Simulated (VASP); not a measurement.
Write the native input for VASP 6.6.1 that does the following.

| Property | Result |
| --- | --- |
| Task | single point |
| Functional | PBE |
| Potentials or basis | VASP PAW PBE potentials, release 64 (K_sv) |
| Cutoff | 520 eV |
| k mesh | 6 × 6 × 6 |
| Occupations | methfessel-paxton, width 0.052 eV |
| Spin | no spin polarisation |
| Dipole correction | no |
| Further INCAR settings | ALGO = Normal; EDIFF = 1e-07; NBANDS = 16 |

The structure of K lies in POSCAR:

```
K
1.0
   -2.2081090471      2.2081090471      8.0458679461
    2.2081090471     -2.2081090471      8.0458679461
    2.2081090471      2.2081090471     -8.0458679461
K
2
Direct
    0.2500000000      0.7500000000      0.5000000000
    0.5000000000      0.5000000000      0.0000000000
```

These files were run (other wordings do the same):

INCAR

```
PREC = Accurate ; ENCUT = 520
EDIFF = 1E-7 ; ISMEAR = 1
SIGMA = 0.052 ; LREAL = F
LASPH = T ; NELM = 100
ALGO = Normal ; ISIF = 2
LWAVE = F ; LCHARG = F
GGA = PE ; NBANDS = 16
```

KPOINTS

```
Automatic mesh
0
Gamma
  6 6 6
```

Potentials or basis: VASP PAW PBE potentials, release 64 (K_sv).

The run is started by

```bash
$ cat potpaw_PBE.64/K_sv/POTCAR > POTCAR
$ mpirun -np 1 vasp_std > vasp.out
```

It gave:

* Pressure: -0.1 GPa
* Band gap on the k mesh: zero (bands 9 and 10 overlap by 2.77 eV)

Run time: 120 s on 1 thread of Intel(R) Xeon(R) Platinum 8488C (Sapphire Rapids), on a shared host, peak memory 0.55 GiB.
